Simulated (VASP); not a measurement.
# Re (I4/mmm) in VASP: a series of runs

Runs on Re. Level: r2SCAN. Tasks: single point.

All numbers are computed with VASP 6.6.1; they aren't measurements. Logs are shortened: lines on timing, memory, paths and dates and some standing lists are left out, and cuts for length are marked.

**1. The cell of the first run**

Symmetry: I4/mmm, No. 139, tetragonal system. The conventional cell has a = 2.872 Å, b = 2.872 Å, c = 3.736 Å, α = 90.00°, β = 90.00°, γ = 90.00°. Re (site symmetry 4/mmm) has 12 Re at 2.76 to 2.87 Å within 3.6 Å.

**2. Single point, r2SCAN**

The input, POSCAR:

```
Re
1.0
    0.0000000000      2.0306628523      1.8682098241
    2.0306628523      0.0000000000      1.8682098241
    2.0306628523      2.0306628523      0.0000000000
Re
1
Direct
    0.0000000000      0.0000000000      0.0000000000
```

The input, INCAR.step1:

```
PREC = Accurate
ENCUT = 520
ISMEAR = 0
SIGMA = 0.15
LREAL = F
LASPH = T
NELM = 80
NBANDS = 10
GGA = PE
ALGO = Normal
EDIFF = 1E-4
LWAVE = T
LCHARG = F
```

The input, INCAR.step2:

```
PREC = Accurate
ENCUT = 520
EDIFF = 1E-6
ISMEAR = 0
SIGMA = 0.15
LREAL = F
LASPH = T
NELM = 80
ALGO = Normal
ISIF = 2
LWAVE = F
LCHARG = T
METAGGA = R2SCAN
LMIXTAU = T
LELF = T
LVHAR = T
NBANDS = 10
ISTART = 1
```

The input, KPOINTS:

```
regular mesh
0
Gamma
  22 22 22
```

Potentials or basis: VASP PAW PBE potentials, release 64 (Re).

Run with:

```console
cat potpaw_PBE.64/Re/POTCAR > POTCAR
cp INCAR.step1 INCAR
mpirun -np 1 vasp_std > vasp.out
cp INCAR.step2 INCAR
mpirun -np 1 vasp_std > vasp.out
```

OUTCAR:

```text
PREC = Accurate
   ENCUT = 520
   EDIFF = 1E-6
   ISMEAR = 0
   LREAL = F
   LASPH = T
   NELM = 80
   ISIF = 2
   METAGGA = R2SCAN
   ISTART = 1

 ion  position               nearest neighbor table
   1  0.000  0.000  0.000-

  LATTYP: Found a body centered tetragonal cell.
 ALAT       =     2.8717909463
 C/A-ratio  =     1.3010764774

  Lattice vectors:

 A1 = (   0.0000000000,  -2.0306628523,  -1.8682098241)
 A2 = (   0.0000000000,   2.0306628523,  -1.8682098241)
 A3 = (   2.0306628523,   0.0000000000,   1.8682098241)

Analysis of symmetry for initial positions (statically):
=====================================================================
 Subroutine PRICEL returns:
 Original cell was already a primitive cell.

 Routine SETGRP: Setting up the symmetry group for a
 body centered tetragonal supercell.

 Subroutine GETGRP returns: Found 16 space group operations
 (whereof 16 operations were pure point group operations)
 out of a pool of 16 trial point group operations.

The static configuration has the point symmetry D_4h.

Analysis of symmetry for dynamics (positions and initial velocities):
=====================================================================
 Subroutine PRICEL returns:
 Original cell was already a primitive cell.

 Routine SETGRP: Setting up the symmetry group for a
 body centered tetragonal supercell.

 Subroutine GETGRP returns: Found 16 space group operations
 (whereof 16 operations were pure point group operations)
 out of a pool of 16 trial point group operations.

The dynamic configuration has the point symmetry D_4h.

 Subroutine INISYM returns: Found 16 space group operations
 (whereof 16 operations are pure point group operations),
 and found     1 'primitive' translations

----------------------------------------------------------------------------------------

                                     Primitive cell

  volume of cell :      15.4075

  direct lattice vectors                    reciprocal lattice vectors
     0.000000000  2.030662852  1.868209824    -0.246225019  0.246225019  0.267635891
     2.030662852  0.000000000  1.868209824     0.246225019 -0.246225019  0.267635891
     2.030662852  2.030662852  0.000000000     0.246225019  0.246225019 -0.267635891

  length of vectors
     2.759311430  2.759311430  2.871790946     0.439183891  0.439183891  0.439183891

  position of ions in fractional coordinates (direct lattice)
     0.000000000  0.000000000  0.000000000

  ion indices of the primitive-cell ions
   primitive index   ion index
                 1           1

----------------------------------------------------------------------------------------

 KPOINTS: regular mesh

Automatic generation of k-mesh.
 Grid dimensions read from file:
 generate k-points for:   22   22   22

 Generating k-lattice:

  Cartesian coordinates                     Fractional coordinates (reciprocal lattice)
    -0.011192046  0.011192046  0.012165268     0.045454545  0.000000000  0.000000000
     0.011192046 -0.011192046  0.012165268     0.000000000  0.045454545  0.000000000
     0.011192046  0.011192046 -0.012165268    -0.000000000 -0.000000000  0.045454545

  Length of vectors
     0.019962904  0.019962904  0.019962904

  Shift w.r.t. Gamma in fractional coordinates (k-lattice)
     0.000000000  0.000000000  0.000000000

 Subroutine IBZKPT returns following result:
 ===========================================

 Found    834 irreducible k-points:

 Following reciprocal coordinates:
            Coordinates               Weight
  0.000000  0.000000  0.000000      1.000000
  0.045455  0.000000  0.000000      8.000000
  0.090909  0.000000  0.000000      8.000000
  0.136364  0.000000  0.000000      8.000000
  0.181818  0.000000  0.000000      8.000000
  0.227273 -0.000000  0.000000      8.000000
[... 16 lines left out ...]
  0.500000  0.045455  0.000000      8.000000
 -0.454545  0.045455  0.000000      8.000000
 [... further k-points ...]
   k-points           NKPTS =    834   k-points in BZ     NKDIM =    834   number of bands    NBANDS=     10
[... 43 lines left out ...]

 val. band max:        7.4733182507   @ k =   0.5000   0.0455   0.2273
 cond. band min:       7.4786068031   @ k =  -0.3636   0.1364   0.2727
 fundamental gap:      0.0052885524
 Fermi energy:         7.4770900785

 k-point     1 :       0.0000    0.0000    0.0000
  band No.  band energies     occupation
      1      -2.8973      2.00000
      2       5.1824      2.00000
      3       5.1824      2.00000
      4       6.3648      2.00000
      5       7.8795      0.00015
      6       9.3715      0.00000
      7      22.0167      0.00000
      8      26.7510      0.00000
      9      26.7510      0.00000
     10      29.8875      0.00000

 k-point     2 :       0.0455    0.0000    0.0000
  band No.  band energies     occupation
      1      -2.8009      2.00000
      2       5.1650      2.00000
      3       5.2257      2.00000
      4       6.3578      2.00000
      5       7.8590      0.00032
      6       9.3241      0.00000
      7      22.2022      0.00000
      8      26.5653      0.00000
      9      26.9166      0.00000
     10      29.5520      0.00000

 k-point     3 :       0.0909    0.0000    0.0000
  band No.  band energies     occupation
      1      -2.5183      2.00000
      2       5.0936      2.00000
      3       5.3395      2.00000
      4       6.3663      2.00000
      5       7.8193      0.00126
      6       9.1986      0.00000
      7      22.7237      0.00000
      8      25.8971      0.00000
      9      27.4038      0.00000
     10      29.4906      0.00000

 k-point     4 :       0.1364    0.0000    0.0000
  band No.  band energies     occupation
      1      -2.0700      2.00000
      2       4.9483      2.00000
      3       5.4720      2.00000
      4       6.4348      2.00000
      5       7.8266      0.00098
      6       9.0431      0.00000
      7      23.4356      0.00000
      8      24.9418      0.00000
      9      28.1857      0.00000
     10      30.0601      0.00000
[... 222 lines left out ...]
 k-point    22 :       0.4545    0.0455    0.0000
  band No.  band energies     occupation
      1       0.6200      2.00000
      2       4.8738      2.00000
      3       6.0123      2.00000
      4       6.8169      2.00000
      5      10.6804      0.00000
      6      11.3503      0.00000
      7      17.7629      0.00000
      8      21.8059      0.00000
      9      27.5094      0.00000
     10      29.3166      0.00000

 k-point    23 :       0.5000    0.0455    0.0000
  band No.  band energies     occupation
      1       0.6249      2.00000
      2       4.8193      2.00000
      3       5.9278      2.00000
      4       7.2573      1.96180
      5      10.9568      0.00000
      6      11.4648      0.00000
      7      17.2539      0.00000
      8      21.5353      0.00000
      9      27.2852      0.00000
     10      28.7683      0.00000

 k-point    24 :      -0.4545    0.0455    0.0000
  band No.  band energies     occupation
      1       0.6239      2.00000
      2       4.8268      2.00000
      3       5.8945      2.00000
      4       7.2239      1.98303
      5      10.9809      0.00000
      6      11.2587      0.00000
      7      17.4165      0.00000
      8      21.5805      0.00000
      9      27.6474      0.00000
     10      28.6772      0.00000

 [... further k-points ...]
[... 5 lines left out ...]
  --------------------------------------------------------------------------------------
  -------------------------------------------------------------------------------------
  Total       -1.9725196     -1.9725196     -0.3495897      0.0000000      0.0000000      0.0000000
  in kB     -205.1165109   -205.1165109    -36.3528073      0.0000000      0.0000000      0.0000000
  external PRESSURE =    -148.8619430 kB  Pullay stress =       0.0000000 kB

 VOLUME and BASIS-vectors are now :
 -----------------------------------------------------------------------------
  energy-cutoff  :      520.00
  volume of cell :       15.41
      direct lattice vectors                 reciprocal lattice vectors
     0.000000000  2.030662852  1.868209824    -0.246225019  0.246225019  0.267635891
     2.030662852  0.000000000  1.868209824     0.246225019 -0.246225019  0.267635891
     2.030662852  2.030662852  0.000000000     0.246225019  0.246225019 -0.267635891

 POSITION                                       TOTAL-FORCE (eV/Angst)
 -----------------------------------------------------------------------------------
      0.00000      0.00000      0.00000         0.000000      0.000000      0.000000
 -----------------------------------------------------------------------------------
    total drift:                               -0.000000      0.000000      0.000000

  FREE ENERGIE OF THE ION-ELECTRON SYSTEM (eV)
  ---------------------------------------------------
  free  energy   TOTEN  =       -52.3121751614 eV

  energy  without entropy=      -52.3020668871  energy(sigma->0) =      -52.30712102
```

It took 3.7 min on 1 thread of Intel Xeon Platinum 8488C (Sapphire Rapids), shared host; peak memory 0.26 GiB.

Results:

* Free energy: -52.3122 eV
* Pressure: -14.9 GPa

Levels at points of the mesh, in eV from the Fermi level:
```tsv
k point	band 2	band 3	band 4	band 5	band 6	band 7
(0.00, 0.00, 0.00)	-2.29	-2.29	-1.11	0.40	1.89	14.54
(0.50, 0.00, 0.00)	-2.74	-1.39	-0.01	3.23	3.99	9.80
(0.50, 0.50, 0.00)	-6.06	3.59	3.83	4.29	4.29	11.46
(0.50, 0.00, 0.50)	-5.85	1.98	3.50	3.72	4.74	12.21
```

Caveat: the PAW data sets were made with another functional, which shifts forces and pressure a little; spin-orbit coupling is left out, which moves the levels of the heavy elements.

**3. Single point, r2SCAN**

This run uses another cell than the first one, of the same volume but with other edges.

The input, POSCAR:

```
Re
1.0
    0.0000000000      1.9132403796      2.1045644176
    1.9132403796      0.0000000000      2.1045644176
    1.9132403796      1.9132403796      0.0000000000
Re
1
Direct
    0.0000000000      0.0000000000      0.0000000000
```

The input, INCAR.step1:

```
ALGO = Normal ; EDIFF = 1E-4
ENCUT = 520 ; GGA = PE
ISMEAR = 0 ; LASPH = True
LCHARG = False ; LREAL = False
LWAVE = True ; NBANDS = 10
NELM = 100 ; PREC = Accurate
SIGMA = 0.15
```

The input, INCAR.step2:

```
ALGO = Normal ; EDIFF = 1E-6
ENCUT = 520 ; ISIF = 2
ISMEAR = 0 ; ISTART = 1
LASPH = True ; LCHARG = False
LMIXTAU = True ; LREAL = False
LWAVE = False ; METAGGA = R2SCAN
NBANDS = 10 ; NELM = 100
PREC = Accurate ; SIGMA = 0.15
```

The input, KPOINTS:

```
k-points
0
Gamma
  22 22 22
```

Potentials or basis: VASP PAW PBE potentials, release 64 (Re).

Run with:

```console
cat potpaw_PBE.64/Re/POTCAR > POTCAR
cp INCAR.step1 INCAR
mpirun -np 1 vasp_std > vasp.out
cp INCAR.step2 INCAR
mpirun -np 1 vasp_std > vasp.out
```

Wall time 4 min (1 thread of Intel Xeon Platinum 8488C (Sapphire Rapids), shared host); peak memory 0.26 GiB.

The run converged. Its results:

| Quantity | Value |
| --- | --- |
| Free energy | -52.2817 eV |
| Pressure | -14.2 GPa |

Stress tensor (GPa, compression positive):
```
 -5.34   0.00   0.00
  0.00  -5.34   0.00
  0.00   0.00 -32.01
```

Levels at points of the mesh, in eV from the Fermi level:
```tsv
k point	band 1	band 2	band 3	band 4	band 5	band 6
(0.00, 0.00, 0.00)	-10.37	-2.88	-1.40	-1.40	0.14	2.15
(0.50, 0.00, 0.00)	-6.93	-2.80	-1.34	0.00	3.28	3.91
(0.50, 0.50, 0.00)	-6.87	-5.90	1.27	3.80	4.20	4.20
(0.50, 0.00, 0.50)	-6.73	-5.93	3.28	3.38	3.50	5.04
```

Caveat: the PAW data sets were made with another functional, which shifts forces and pressure a little; spin-orbit coupling is left out, which moves the levels of the heavy elements.

**4. Single point, r2SCAN**

This run uses another cell than the first one, of the same volume but with other edges.

The input, POSCAR:

```
Re
1.0
    0.0000000000      2.2799709547      1.4819811206
    2.2799709547      0.0000000000      1.4819811206
    2.2799709547      2.2799709547      0.0000000000
Re
1
Direct
    0.0000000000      0.0000000000      0.0000000000
```

The input, INCAR.step1:

```
ALGO = Normal
EDIFF = 1E-4
ENCUT = 520
GGA = PE
ISMEAR = 0
LASPH = T
LCHARG = F
LREAL = F
LWAVE = T
NBANDS = 10
NELM = 80
PREC = Accurate
SIGMA = 0.15
```

The input, INCAR.step2:

```
ALGO = Normal
EDIFF = 1E-6
ENCUT = 520
ISIF = 2
ISMEAR = 0
ISTART = 1
LASPH = T
LCHARG = F
LMIXTAU = T
LREAL = F
LWAVE = F
METAGGA = R2SCAN
NBANDS = 10
NELM = 80
PREC = Accurate
SIGMA = 0.15
```

KPOINTS is that of step 3.

Run with:

```console
cat potpaw_PBE.64/Re/POTCAR > POTCAR
cp INCAR.step1 INCAR
mpirun -np 1 vasp_std > vasp.out
cp INCAR.step2 INCAR
mpirun -np 1 vasp_std > vasp.out
```

It took 4.2 min on 1 thread of Intel Xeon Platinum 8488C (Sapphire Rapids), shared host; peak memory 0.24 GiB.

It converged, with:

| Item | Value |
| --- | --- |
| Free energy | -52.1564 eV |
| Pressure | -12.8 GPa |

Stress tensor (GPa, compression positive):
```
-12.69   0.00   0.00
  0.00 -12.69   0.00
  0.00   0.00 -13.00
```

Levels at points of the mesh, in eV from the Fermi level:
```csv
k point,band 1,band 2,band 3,band 4,band 5,band 6
"(0.00, 0.00, 0.00)",-10.86,-3.38,-2.15,-2.15,0.18,1.63
"(0.50, 0.00, 0.00)",-7.37,-5.21,0.17,0.83,2.45,4.31
"(0.50, 0.50, 0.00)",-6.96,-6.75,3.41,3.41,3.63,7.25
"(0.50, 0.00, 0.50)",-7.43,-4.00,-0.57,-0.17,1.25,4.23
```

Caveat: the PAW data sets were made with another functional, which shifts forces and pressure a little; spin-orbit coupling is left out, which moves the levels of the heavy elements.

**5. Single point, r2SCAN**

This run uses another cell than the first one, of the same volume but with other edges.

The input, POSCAR:

```
Re
1.0
    0.0000000000      1.7253214179      2.5879821268
    1.7253214179      0.0000000000      2.5879821268
    1.7253214179      1.7253214179      0.0000000000
Re
1
Direct
    0.0000000000      0.0000000000      0.0000000000
```

The input, INCAR.step1:

```
SYSTEM = Re
ALGO = Normal ; EDIFF = 1E-4
ENCUT = 520 ; GGA = PE
ISMEAR = 0 ; LASPH = .TRUE.
LCHARG = .FALSE. ; LREAL = .FALSE.
LWAVE = .TRUE. ; NBANDS = 10
NELM = 80 ; PREC = Accurate
SIGMA = 0.15
```

The input, INCAR.step2:

```
SYSTEM = Re
ALGO = Normal ; EDIFF = 1E-6
ENCUT = 520 ; ISIF = 2
ISMEAR = 0 ; ISTART = 1
LASPH = .TRUE. ; LCHARG = .FALSE.
LMIXTAU = .TRUE. ; LREAL = .FALSE.
LWAVE = .FALSE. ; METAGGA = R2SCAN
NBANDS = 10 ; NELM = 80
PREC = Accurate ; SIGMA = 0.15
```

The input, KPOINTS:

```
k-points
0
G
  22 22 22
  0 0 0
```

Run with:

```console
cat potpaw_PBE.64/Re/POTCAR > POTCAR
cp INCAR.step1 INCAR
mpirun -np 1 vasp_std > vasp.out
cp INCAR.step2 INCAR
mpirun -np 1 vasp_std > vasp.out
```

Wall time 3.4 min (1 thread of Intel Xeon Platinum 8488C (Sapphire Rapids), shared host); peak memory 0.25 GiB.

It converged, with:

```yaml
Free_energy: -51.1979 eV
Pressure: 14.7 GPa
```

Stress tensor (GPa, compression positive):
```
 41.29   0.00   0.00
  0.00  41.29   0.00
  0.00   0.00 -38.37
```

Levels at points of the mesh, in eV from the Fermi level:
| k point | band 1 | band 2 | band 3 | band 4 | band 5 | band 6 |
| --- | --- | --- | --- | --- | --- | --- |
| (0.00, 0.00, 0.00) | -10.92 | -6.25 | -4.41 | 0.57 | 0.57 | 4.41 |
| (0.50, 0.00, 0.00) | -7.34 | -5.25 | -0.15 | -0.09 | 2.04 | 2.80 |
| (0.50, 0.50, 0.00) | -8.24 | -7.06 | -2.47 | 3.22 | 3.22 | 4.71 |
| (0.50, 0.00, 0.50) | -7.98 | -5.72 | -0.62 | 1.23 | 5.41 | 7.69 |

Caveat: the PAW data sets were made with another functional, which shifts forces and pressure a little; spin-orbit coupling is left out, which moves the levels of the heavy elements.

**6. Single point, r2SCAN**

This run uses another cell than the first one, of the same volume but with other edges.

The input, POSCAR:

```
Re
1.0
    0.0000000000      1.7596135467      2.4880935550
    1.7596135467      0.0000000000      2.4880935550
    1.7596135467      1.7596135467      0.0000000000
Re
1
Direct
    0.0000000000      0.0000000000      0.0000000000
```

The input, INCAR.step1:

```
PREC = Accurate
ENCUT = 520
ISMEAR = 0
SIGMA = 0.15
LREAL = False
LASPH = True
NELM = 80
NBANDS = 10
GGA = PE
ALGO = Normal
EDIFF = 1E-4
LWAVE = True
LCHARG = False
```

The input, INCAR.step2:

```
PREC = Accurate
ENCUT = 520
EDIFF = 1E-7
ISMEAR = 0
SIGMA = 0.15
LREAL = False
LASPH = True
NELM = 80
ALGO = Normal
ISIF = 2
LWAVE = False
LCHARG = True
METAGGA = R2SCAN
LMIXTAU = True
LELF = True
LVHAR = True
NBANDS = 10
ISTART = 1
```

The input, KPOINTS:

```
Automatic mesh
0
Gamma
  22 22 22
```

Potentials or basis: VASP PAW PBE potentials, release 64 (Re).

Run with:

```console
cat potpaw_PBE.64/Re/POTCAR > POTCAR
cp INCAR.step1 INCAR
mpirun -np 1 vasp_std > vasp.out
cp INCAR.step2 INCAR
mpirun -np 1 vasp_std > vasp.out
```

Run time: 4.8 min. Hardware: 1 thread of Intel Xeon Platinum 8488C (Sapphire Rapids), shared host; peak memory 0.26 GiB.

It converged, with:

* Free energy: -51.4768 eV
* Pressure: 5.8 GPa

Stress tensor (GPa, compression positive):
```
 28.91   0.00   0.00
  0.00  28.91   0.00
  0.00   0.00 -40.47
```

Levels at points of the mesh, in eV from the Fermi level:
| k point | band 1 | band 2 | band 3 | band 4 | band 5 | band 6 |
| --- | --- | --- | --- | --- | --- | --- |
| (0.00, 0.00, 0.00) | -10.87 | -5.67 | -3.67 | 0.13 | 0.13 | 3.94 |
| (0.50, 0.00, 0.00) | -7.31 | -4.86 | -0.28 | -0.17 | 2.60 | 2.68 |
| (0.50, 0.50, 0.00) | -7.95 | -6.77 | -1.93 | 3.33 | 3.33 | 4.39 |
| (0.50, 0.00, 0.50) | -7.63 | -5.82 | 0.15 | 1.47 | 4.91 | 7.04 |

Caveat: the PAW data sets were made with another functional, which shifts forces and pressure a little; spin-orbit coupling is left out, which moves the levels of the heavy elements.

**7. Summary**

| cell | gap on the mesh (eV) | pressure (GPa) |
| --- | --- | --- |
| a = 2.759, b = 2.759, c = 2.872 Å, angles 58.6, 58.6, 62.7°, 1 atom | none | -14.9 |
| a = 2.844, b = 2.844, c = 2.706 Å, angles 61.6, 61.6, 56.8°, 1 atom | none | -14.2 |
| a = 2.719, b = 2.719, c = 3.224 Å, angles 53.6, 53.6, 72.7°, 1 atom | none | -12.8 |
| a = 3.110, b = 3.110, c = 2.440 Å, angles 66.9, 66.9, 46.2°, 1 atom | none | 14.7 |
| a = 3.047, b = 3.047, c = 2.488 Å, angles 65.9, 65.9, 48.2°, 1 atom | none | 5.8 |

Alike in all rows: task single point; level r2SCAN; potentials or basis VASP PAW PBE potentials, release 64 (Re); no spin polarisation; k mesh 22 × 22 × 22; cutoff (eV) 520; smearing gaussian 0.15 eV.

Caveats: the PAW data sets were made with another functional, which shifts forces and pressure a little; spin-orbit coupling is left out, which moves the levels of the heavy elements.

Absolute energies hang on the potentials; compare differences alone.
